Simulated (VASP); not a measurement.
Here is a VASP 6.6.1 calculation.

Contents of INCAR:

```
PREC = Accurate ; ENCUT = 520
EDIFF = 1E-8 ; ISMEAR = -1
SIGMA = 0.01 ; LREAL = False
LASPH = True ; NELM = 60
ALGO = Normal ; ISIF = 2
LWAVE = False ; LCHARG = False
GGA = PE ; LEFG = True
NBANDS = 18
```

The input KPOINTS:

```
Automatic mesh
0
Gamma
  9 9 9
```

File POSCAR:

```
HfO2
1.0
   -0.0255750000      2.5447125000      2.5447125000
    2.5447125000     -0.0255750000      2.5447125000
    2.5447125000      2.5447125000     -0.0255750000
Hf O
1 2
Direct
    0.0000000000      0.0000000000      0.0000000000
    0.2500000000      0.2500000000      0.2500000000
    0.7500000000      0.7500000000      0.7500000000
```

Potentials or basis: VASP PAW PBE potentials, release 64 (Hf_pv, O).

Command:

```console
$ cat potpaw_PBE.64/Hf_pv/POTCAR potpaw_PBE.64/O/POTCAR > POTCAR
$ mpirun -np 1 vasp_std > vasp.out
```

Q: Estimate the pressure.

A: -5.9 GPa.

Q: What does it give for the largest force?

A: 0.104 eV/Å.

Q: Estimate the band gap on the k mesh.

A: 3.84 eV (least direct gap 3.95 eV).

Electric field gradients, principal values (V/Å²):
```
atom   least  middle  greatest (by size)
1 Hf  18.117  18.117             -36.235
 2 O   0.749   0.749              -1.497
 3 O   0.749   0.749              -1.497
```

Caveat: the cell differs from its parent crystal (equal xy, yz and zx shear strains of -1 %); the cell stands under tension; without QUAD_EFG the Cq values of the log hold for a quadrupole moment of 1 mb, not for the nuclei; spin-orbit coupling is left out, which moves the levels of the heavy elements; an odd mesh through Γ misses points on the zone boundary, where band edges can lie.
